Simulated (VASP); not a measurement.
# TePb (P1) in VASP: a series of runs

TePb is run at these levels: PBE; tasks: single point.

Program: VASP 6.6.1. These are calculated values, not measurements. Logs are shortened: lines on timing, memory, paths and dates and some standing lists are left out, and cuts for length are marked.

### Step 1. The cell of the first run

The typed cell holds 2 atoms: a = 4.569 Å, b = 4.569 Å, c = 4.569 Å, α = 60.00°, β = 60.00°, γ = 60.00°.

### Step 2. Single point, PBE

INCAR

```
PREC = Accurate
ENCUT = 520
EDIFF = 1E-7
ISMEAR = 0
SIGMA = 0.01
LREAL = False
LASPH = True
NELM = 80
ALGO = Normal
ISIF = 2
LWAVE = False
LCHARG = True
GGA = PE
LELF = True
LVHAR = True
NBANDS = 17
```

KPOINTS

```
regular mesh
0
Gamma
  4 4 4
```

POSCAR

```
TePb
1.0
    0.0000000000      3.2310000000      3.2310000000
    3.2310000000      0.0000000000      3.2310000000
    3.2310000000      3.2310000000      0.0000000000
Te Pb
1 1
Direct
    0.5000800000      0.5051200000      0.4946200000
    0.0077300000      0.9963300000      0.9980100000
```

Potentials or basis: VASP PAW PBE potentials, release 64 (Te, Pb_d).

Launch:

```bash
$ cat potpaw_PBE.64/Te/POTCAR potpaw_PBE.64/Pb_d/POTCAR > POTCAR
$ mpirun -np 1 vasp_std > vasp.out
```

OUTCAR:

```text
PREC = Accurate
   ENCUT = 520
   EDIFF = 1E-7
   ISMEAR = 0
   LREAL = False
   LASPH = True
   NELM = 80
   ISIF = 2
   GGA = PE

 ion  position               nearest neighbor table
   1  0.500  0.505  0.495-   2 3.20   2 3.21   2 3.23   2 3.23   2 3.25   2 3.27
   2  0.008  0.996  0.998-   1 3.20   1 3.21   1 3.23   1 3.23   1 3.25   1 3.27

  LATTYP: Found a face centered cubic cell.
 ALAT       =     6.4620000000

  Lattice vectors:

 A1 = (   0.0000000000,   3.2310000000,   3.2310000000)
 A2 = (   3.2310000000,   0.0000000000,   3.2310000000)
 A3 = (   3.2310000000,   3.2310000000,   0.0000000000)

Analysis of symmetry for initial positions (statically):
=====================================================================
 Subroutine PRICEL returns:
 Original cell was already a primitive cell.

 Routine SETGRP: Setting up the symmetry group for a
 face centered cubic supercell.

 Subroutine GETGRP returns: Found  1 space group operations
 (whereof  1 operations were pure point group operations)
 out of a pool of 48 trial point group operations.

The static configuration has the point symmetry C_1 .

Analysis of symmetry for dynamics (positions and initial velocities):
=====================================================================
 Subroutine PRICEL returns:
 Original cell was already a primitive cell.

 Routine SETGRP: Setting up the symmetry group for a
 face centered cubic supercell.

 Subroutine GETGRP returns: Found  1 space group operations
 (whereof  1 operations were pure point group operations)
 out of a pool of 48 trial point group operations.

The dynamic configuration has the point symmetry C_1 .

 Subroutine INISYM returns: Found  1 space group operations
 (whereof  1 operations are pure point group operations),
 and found     1 'primitive' translations

----------------------------------------------------------------------------------------

                                     Primitive cell

  volume of cell :      67.4592

  direct lattice vectors                    reciprocal lattice vectors
     0.000000000  3.231000000  3.231000000    -0.154750851  0.154750851  0.154750851
     3.231000000  0.000000000  3.231000000     0.154750851 -0.154750851  0.154750851
     3.231000000  3.231000000  0.000000000     0.154750851  0.154750851 -0.154750851

  length of vectors
     4.569324020  4.569324020  4.569324020     0.268036337  0.268036337  0.268036337

  position of ions in fractional coordinates (direct lattice)
[... 79 lines left out ...]
   EDIFF  = 0.1E-06   stopping-criterion for ELM
   LREAL  =      F    real-space projection
   EDIFFG = 0.1E-05   stopping-criterion for IOM
   NSW    =      0    number of steps for IOM
   IBRION =     -1    ionic relax: 0-MD 1-quasi-New 2-CG
   NFREE  =      0    steps in history (QN), initial steepest desc. (CG)
   ISIF   =      2    stress and relaxation
   ISYM   =      2    0-nonsym 1-usesym 2-fastsym
   POTIM  = 0.5000    time-step for ionic-motion
   TEBEG  =    0.0;   TEEND  =   0.0 temperature during run
   PSTRESS=    0.0 pullay stress
   NELECT =      20.0000    total number of electrons
   NUPDOWN=      -1.0000    fix difference up-down
   EMIN   =  10.00;   EMAX   =-10.00  energy-range for DOS
   EFERMI =   0.00;   METHOD = LEGACY
   ISMEAR =     0;   SIGMA  =   0.01  broadening in eV -4-tet -1-fermi 0-gaus
   EFERMI_NEDOS =   21; number of points for ismear=-14 and -15
   IALGO  =     38    algorithm
   IMIX   =      4    mixing-type and parameters
     AMIX     =   0.40;   BMIX     =  1.00
     AMIX_MAG =   1.60;   BMIX_MAG =  1.00
  volume/ion in A,a.u.               =      33.73       227.62
  Fermi-wavevector in a.u.,A,eV,Ry     =   1.091619  2.062861 16.213147  1.191633
  Thomas-Fermi vector in A             =   2.227868
   LORBIT       =      0    0 simple, 1 ext, 2 COOP (PROOUT), +10 PAW based schemes
   GGA     = PE    functional components
   LHFCALC =     F    Hartree Fock is set to
   AEXX    =    0.0000 exact exchange contribution
   IVDW    =     0    specifies the selected vdW correction
   LEPSILON=     F    determine dielectric tensor
   LRPA    =     F    only Hartree local field effects (RPA)
 non-spin polarized calculation
 Gauss-broadening in eV      SIGMA  =   0.01
  energy-cutoff  :      520.00
  volume of cell :       67.46
 maximum number of plane-waves:      1837
 NGX is ok and might be reduce to    36
   NGX = 17   NGY = 17   NGZ = 17

 number of electron      20.0000001 magnetization

 Free energy of the ion-electron system (eV)
  ---------------------------------------------------
  ext. energy  EPLUGINS =         0.00000000
  ---------------------------------------------------
  free energy    TOTEN  =        -7.49392524 eV

  energy without entropy =       -7.49392524  energy(sigma->0) =       -7.49392524

 E-fermi :   5.7481     XC(G=0):  -9.3037

 val. band max:        5.6216047020   @ k =   0.5000   0.5000   0.5000
 cond. band min:       6.3595259194   @ k =   0.5000   0.5000   0.5000
 fundamental gap:      0.7379212173
 Fermi energy:         5.7481464792

 k-point     1 :       0.0000    0.0000    0.0000
  band No.  band energies     occupation
      1     -11.1038      2.00000
      2     -11.1038      2.00000
      3     -11.0942      2.00000
      4     -11.0940      2.00000
      5     -11.0940      2.00000
      6      -6.3983      2.00000
[... 457 lines left out ...]
      4     -11.0774      2.00000
      5     -11.0732      2.00000
      6      -4.8650      2.00000
[... 9 lines left out ...]
     16      15.2789      0.00000
     17      16.0815      0.00000

 [... further k-points ...]

------------------------ aborting loop because EDIFF is reached ----------------------------------------

  FORCE on cell =-STRESS in cart. coord.  units (eV):
  Direction    XX          YY          ZZ          XY          YZ          ZX
  --------------------------------------------------------------------------------------
  -------------------------------------------------------------------------------------
  Total        0.8862072      0.9036284      0.8809973     -0.0017857     -0.0003420      0.0001848
  in kB       21.0477174     21.4614753     20.9239804     -0.0424103     -0.0081233      0.0043890
  external PRESSURE =      21.1443910 kB  Pullay stress =       0.0000000 kB

 VOLUME and BASIS-vectors are now :
 -----------------------------------------------------------------------------
  energy-cutoff  :      520.00
  volume of cell :       67.46
      direct lattice vectors                 reciprocal lattice vectors
     0.000000000  3.231000000  3.231000000    -0.154750851  0.154750851  0.154750851
     3.231000000  0.000000000  3.231000000     0.154750851 -0.154750851  0.154750851
     3.231000000  3.231000000  0.000000000     0.154750851  0.154750851 -0.154750851

 POSITION                                       TOTAL-FORCE (eV/Angst)
 -----------------------------------------------------------------------------------
      3.23016      3.21388      3.24780         0.002871     -0.005681      0.000580
      6.44371      3.24955      3.24412        -0.002871      0.005681     -0.000580
 -----------------------------------------------------------------------------------
    total drift:                               -0.000004      0.000008      0.000060

  FREE ENERGIE OF THE ION-ELECTRON SYSTEM (eV)
  ---------------------------------------------------
  free  energy   TOTEN  =        -7.4939252391 eV

  energy  without entropy=       -7.4939252391  energy(sigma->0) =       -7.49392524
```

OSZICAR:

```text
N       E                     dE             d eps       ncg     rms          rms(c)
DAV:   1     0.151438254838E+03    0.15144E+03   -0.91384E+03  1224   0.113E+03
DAV:   2     0.293173246245E+01   -0.14851E+03   -0.14400E+03  1304   0.292E+02
DAV:   3    -0.733658691506E+01   -0.10268E+02   -0.10148E+02  1562   0.837E+01
DAV:   4    -0.760446135236E+01   -0.26787E+00   -0.26774E+00  1587   0.154E+01
DAV:   5    -0.761580093233E+01   -0.11340E-01   -0.11339E-01  1736   0.279E+00    0.340E+00
DAV:   6    -0.749592483435E+01    0.11988E+00   -0.26936E-01  1834   0.358E+00    0.212E+00
DAV:   7    -0.749227373719E+01    0.36511E-02   -0.84780E-02  1607   0.141E+00    0.931E-01
DAV:   8    -0.749396450327E+01   -0.16908E-02   -0.97040E-03  1528   0.981E-01    0.153E-01
DAV:   9    -0.749388747459E+01    0.77029E-04   -0.11521E-03  1919   0.359E-01    0.658E-02
DAV:  10    -0.749392027796E+01   -0.32803E-04   -0.15295E-04  1553   0.958E-02    0.180E-02
DAV:  11    -0.749392605343E+01   -0.57755E-05   -0.32047E-05  1589   0.454E-02    0.171E-02
DAV:  12    -0.749392588819E+01    0.16524E-06   -0.16705E-06  1510   0.833E-03    0.121E-02
DAV:  13    -0.749392514185E+01    0.74635E-06   -0.94743E-07  1483   0.714E-03    0.248E-03
DAV:  14    -0.749392523906E+01   -0.97213E-07   -0.22627E-07  1287   0.352E-03
   1 F= -.74939252E+01 E0= -.74939252E+01  d E =-.311967E-73
```

It took 40 s on 1 thread of Intel Xeon 8259CL, shared host; peak memory 0.22 GiB.

What came out:

```
Free energy            : -7.4939 eV
Pressure               : 2.1 GPa
Largest force          : 0.006 eV/Å
Band gap on the k mesh : 0.74 eV
```

Forces on the atoms (eV/Å):
```
Te   0.003 -0.006  0.001
Pb  -0.003  0.006 -0.001
```

Caveat: the k points lie up to 0.42 Å⁻¹ apart; spin-orbit coupling is left out, which moves the levels of the heavy elements. A k mesh can miss the band edges.

### Step 3. Single point, PBE

INCAR

```
  PREC = Accurate
  ENCUT = 520
  EDIFF = 1E-6
  ISMEAR = 0
  SIGMA = 0.01
  LREAL = F
  LASPH = T
  NELM = 80
  ALGO = Normal
  ISIF = 2
  LWAVE = F
  LCHARG = T
  GGA = PE
  LELF = T
  LVHAR = T
  NBANDS = 17
```

KPOINTS is that of step 2.

POSCAR, as its differences from that of step 2:

```diff
@@ -8,3 +8,3 @@
 Direct
-    0.5000800000      0.5051200000      0.4946200000
+    0.4993062457      0.5058937543      0.4953937543
     0.0077300000      0.9963300000      0.9980100000
```

Potentials or basis: VASP PAW PBE potentials, release 64 (Te, Pb_d).

Launch:

```bash
$ cat potpaw_PBE.64/Te/POTCAR potpaw_PBE.64/Pb_d/POTCAR > POTCAR
$ mpirun -np 1 vasp_std > vasp.out
```

It took 47 s on 1 thread of Intel Xeon 8259CL, shared host; peak memory 0.22 GiB.

Results (log left out):

```yaml
Free_energy: -7.4939 eV
Pressure: 2.1 GPa
Largest_force: 0.007 eV/Å
Band_gap_on_the_k_mesh: 0.74 eV
```

Forces on the atoms (eV/Å):
```
Te   0.004 -0.006  0.001
Pb  -0.004  0.006 -0.001
```

Levels at points of the mesh, in eV from the valence-band top:
| k point | band 8 | band 9 | band 10 | band 11 | band 12 | band 13 |
| --- | --- | --- | --- | --- | --- | --- |
| (0.00, 0.00, 0.00) | -1.35 | -1.35 | -1.34 | 4.07 | 4.07 | 4.08 |
| (0.50, 0.00, 0.00) | -0.90 | -0.89 | -0.01 | 0.74 | 1.27 | 1.28 |
| (0.00, 0.50, 0.00) | -0.89 | -0.89 | -0.01 | 0.74 | 1.27 | 1.28 |
| (0.00, 0.00, 0.50) | -0.89 | -0.89 | 0.00 | 0.74 | 1.28 | 1.28 |
| (0.50, 0.50, 0.50) | -0.89 | -0.89 | 0.00 | 0.74 | 1.28 | 1.28 |
| (0.50, 0.50, 0.00) | -4.50 | -2.80 | -2.80 | 3.28 | 5.48 | 5.49 |
| (0.00, 0.50, 0.50) | -4.50 | -2.80 | -2.80 | 3.28 | 5.48 | 5.48 |
| (0.50, 0.00, 0.50) | -4.49 | -2.80 | -2.80 | 3.29 | 5.48 | 5.48 |

Caveat: the k points lie up to 0.42 Å⁻¹ apart; spin-orbit coupling is left out, which moves the levels of the heavy elements. A k mesh can miss the band edges.
